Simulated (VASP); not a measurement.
The system is TiSi.

```
Ti Si
1.0
     0.00000    2.37329    2.37329
     2.37329    0.00000    2.37329
     2.37329    2.37329    0.00000
Ti Si
1 1
Direct
  0.00000 0.00000 0.00000
  0.50000 0.50000 0.50000
```

- Program: VASP 6.6.1
- Task: relaxation of cell and atoms
- Functional: r2SCAN
- Potentials or basis: VASP PAW PBE potentials, release 64 (Ti_sv, Si)
- Cutoff: 600 eV
- k mesh: 8 × 8 × 8
- Occupations: gaussian, width 0.1 eV
- Spin: no spin polarisation

At the start: pressure 36.6 GPa; volume 13.37 Å³/atom.

Question: Where does the relaxation end?

Answer: Over 4 steps the energy falls by 302.0 meV/atom and the volume is 16.51 Å³/atom (+23.5 %); space group Fm-3m (No. 225, to 0.1 Å) before and after.

The path:
```tsv
step	energy change (eV)	largest force (eV/Å)	pressure (GPa)	volume (Å³)
1	0.0000	0.0000	36.62	26.74
2	-0.1638	0.0000	-16.30	40.38
3	-0.6036	0.0000	-0.63	33.17
4	-0.6040	0.0000	-0.19	33.02
```

Final structure:
```cif
data_structure
_symmetry_space_group_name_H-M 'P 1'
_symmetry_Int_Tables_number 1
_cell_length_a 3.6012
_cell_length_b 3.6012
_cell_length_c 3.6012
_cell_angle_alpha 60.000
_cell_angle_beta 60.000
_cell_angle_gamma 60.000
_cell_volume 33.02
loop_
_atom_site_label
_atom_site_type_symbol
_atom_site_fract_x
_atom_site_fract_y
_atom_site_fract_z
_atom_site_occupancy
Ti1 Ti 0.00000 0.00000 0.00000 1
Si1 Si 0.50000 0.50000 0.50000 1
```

Caveat: the volume moved by over 15 % at a fixed basis, so the end points are rough; the PAW data sets were made with another functional, which shifts forces and pressure a little.
